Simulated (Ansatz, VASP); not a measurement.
# HfF5: VASP beside Ansatz

```
CELL_PARAMETERS angstrom
3.97069 0.00000 0.00000
0.00000 4.15643 0.00000
0.00000 0.00000 7.30406
ATOMIC_POSITIONS crystal
Hf 0.50000 0.00000 0.50000
F 0.50000 0.00000 0.22315
F 0.50000 0.00000 0.77685
F 0.50000 0.50000 0.50000
F 0.00000 0.00000 0.35575
F 0.00000 0.00000 0.64425
```

Alike in both runs: functional PBE; k mesh 10 × 10 × 6; occupations gaussian, width 0.1 eV; no spin polarisation.

Ansatz relaxed the structure, and its values are those at the end. VASP's run is a single point on that final structure, the one shown.

```csv
,VASP,Ansatz
version,VASP 6.6.1,Ansatz 0.2.0
potentials or method,"VASP PAW PBE potentials, release 64 (Hf_pv, F), cutoff 520 eV","scalar-relativistic, plane waves, PAW"
valence electrons in the cell,45,61
```

|  | VASP | Ansatz | Ansatz less VASP |
| --- | --- | --- | --- |
| gap on the k mesh at the Fermi level (eV) | none | none | - |
| pressure (GPa) | -1.3 | 0.0 | +1.31 |
| rms of the force components (eV/Å) | 0.065 | 0.000 | -0.0653 |

A gap of «none» marks a metal or a gap that the smearing closes. VASP's potentials hold 45 valence electrons a cell and Ansatz's 61, so a difference there can come from the potentials and not from the codes.

Neither program's run includes spin-orbit coupling.
